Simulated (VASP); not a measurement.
Write the native input for VASP 6.6.1 that does the following.

* Task: single point
* Functional: r2SCAN
* Dispersion: rVV10
* Potentials or basis: VASP PAW PBE potentials, release 64 (Na_pv, H)
* Cutoff: 520 eV
* k mesh: 12 × 12 × 4
* Occupations: fermi-dirac, width 0.03 eV
* Spin: no spin polarisation
* Dipole correction: no
* Further INCAR settings: ALGO = Normal; EDIFF = 1e-06; NBANDS = 26

The system is NaH.

```
Na H
1.0
     3.69521    0.00000    0.00000
    -1.84761    3.20015    0.00000
     0.00000    0.00000   11.70769
Na H
4 4
Direct
  0.00000 0.00000 0.99664
  0.33333 0.66667 0.24850
  0.00000 0.00000 0.49664
  0.66667 0.33333 0.74850
  0.00000 0.00000 0.19033
  0.33333 0.66667 0.43952
  0.00000 0.00000 0.69033
  0.66667 0.33333 0.93952
```

One way to write it, as run:

POSCAR

```
NaH
1.0
    3.6952132283      0.0000000000      0.0000000000
   -1.8476066141      3.2001485281      0.0000000000
    0.0000000000      0.0000000000     11.7076942846
Na H
4 4
Direct
    0.0000000000      0.0000000000     -0.0033557680
    0.3333333333      0.6666666667      0.2485030444
    0.0000000000      0.0000000000      0.4966442320
    0.6666666667      0.3333333333      0.7485030444
    0.0000000000      0.0000000000      0.1903344278
    0.3333333333      0.6666666667      0.4395182958
    0.0000000000      0.0000000000      0.6903344278
    0.6666666667      0.3333333333      0.9395182958
```

INCAR.step1

```
SYSTEM = NaH
PREC     = Accurate       ! precision mode
ENCUT    = 520            ! plane-wave cutoff, eV
ISMEAR   = -1             ! smearing method
SIGMA    = 0.03           ! smearing width, eV
LREAL    = .False.        ! projectors in reciprocal space
LASPH    = .True.         ! aspherical terms in the spheres
NELM     = 60             ! most SCF steps
NBANDS   = 26             ! bands
GGA      = PE             ! functional
ALGO     = Normal         ! electronic algorithm
EDIFF    = 1E-4           ! SCF threshold, eV
LWAVE    = .True.         ! write WAVECAR
LCHARG   = .False.        ! write CHGCAR
```

INCAR.step2

```
SYSTEM = NaH
PREC     = Accurate       ! precision mode
ENCUT    = 520            ! plane-wave cutoff, eV
EDIFF    = 1E-6           ! SCF threshold, eV
ISMEAR   = -1             ! smearing method
SIGMA    = 0.03           ! smearing width, eV
LREAL    = .False.        ! projectors in reciprocal space
LASPH    = .True.         ! aspherical terms in the spheres
NELM     = 60             ! most SCF steps
ALGO     = Normal         ! electronic algorithm
ISIF     = 2              ! what is computed and relaxed
LWAVE    = .False.        ! write WAVECAR
LCHARG   = .False.        ! write CHGCAR
METAGGA  = R2SCAN         ! meta-GGA
LMIXTAU  = .True.       
LUSE_VDW = .True.       
IVDW_NL  = 2            
BPARAM   = 11.95        
CPARAM   = 0.0093       
NBANDS   = 26             ! bands
ISTART   = 1
```

KPOINTS

```
Automatic mesh
0
Gamma
  12 12 4
  0 0 0
```

Potentials or basis: VASP PAW PBE potentials, release 64 (Na_pv, H).

Command:

```sh
$ cat potpaw_PBE.64/Na_pv/POTCAR potpaw_PBE.64/H/POTCAR > POTCAR
$ cp INCAR.step1 INCAR
$ mpirun -np 1 vasp_std > vasp.out
$ cp INCAR.step2 INCAR
$ mpirun -np 1 vasp_std > vasp.out
```

It gave:

```json
{
  "Pressure": "-0.2 GPa",
  "Largest force": "0.006 eV/Å",
  "Band gap on the k mesh": "4.14 eV (least direct gap 4.25 eV)"
}
```

Caveat: the PAW data sets were made with another functional, which shifts forces and pressure a little.

Wall time 14 min on 1 thread of Intel(R) Xeon(R) Platinum 8259CL CPU @ 2.50GHz (Skylake/Cascade Lake), on a shared host, peak memory 0.61 GiB.
